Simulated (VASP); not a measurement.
A run of VASP 6.6.1 is set up as follows.

The input POSCAR:

```
IrRu
1.0
    2.7188348277      0.0000028803      0.0000000000
   -1.3594199083      2.3545785893      0.0000000000
    0.0000000000      0.0000000000      4.3284828665
Ru Ir
1 1
Direct
    0.6666666667      0.3333333333      0.0000000000
    0.0000000000      0.0000000000      0.5000000000
```

The input INCAR.step1:

```
PREC = Accurate
ENCUT = 520
ISMEAR = -1
SIGMA = 0.05
LREAL = False
LASPH = True
NELM = 100
NBANDS = 18
GGA = PE
ALGO = Normal
EDIFF = 1E-4
LWAVE = True
LCHARG = False
```

File INCAR.step2:

```
PREC = Accurate
ENCUT = 520
EDIFF = 1E-6
ISMEAR = -1
SIGMA = 0.05
LREAL = False
LASPH = True
NELM = 100
ALGO = Normal
ISIF = 2
LWAVE = False
LCHARG = True
METAGGA = R2SCAN
LMIXTAU = True
LELF = True
LVHAR = True
NBANDS = 18
ISTART = 1
```

Contents of KPOINTS:

```
regular mesh
0
Gamma
  18 18 10
```

Potentials or basis: VASP PAW PBE potentials, release 64 (Ru_pv, Ir).

Command:

```console
$ cat potpaw_PBE.64/Ru_pv/POTCAR potpaw_PBE.64/Ir/POTCAR > POTCAR
$ cp INCAR.step1 INCAR
$ mpirun -np 1 vasp_std > vasp.out
$ cp INCAR.step2 INCAR
$ mpirun -np 1 vasp_std > vasp.out
```

Problem. Predict the pressure.

Solution. 2.0 GPa.

Stress tensor (GPa, compression positive):
```
1.91 0.00 0.00
0.00 1.91 0.00
0.00 0.00 2.16
```

Caveat: the PAW data sets were made with another functional, which shifts forces and pressure a little.
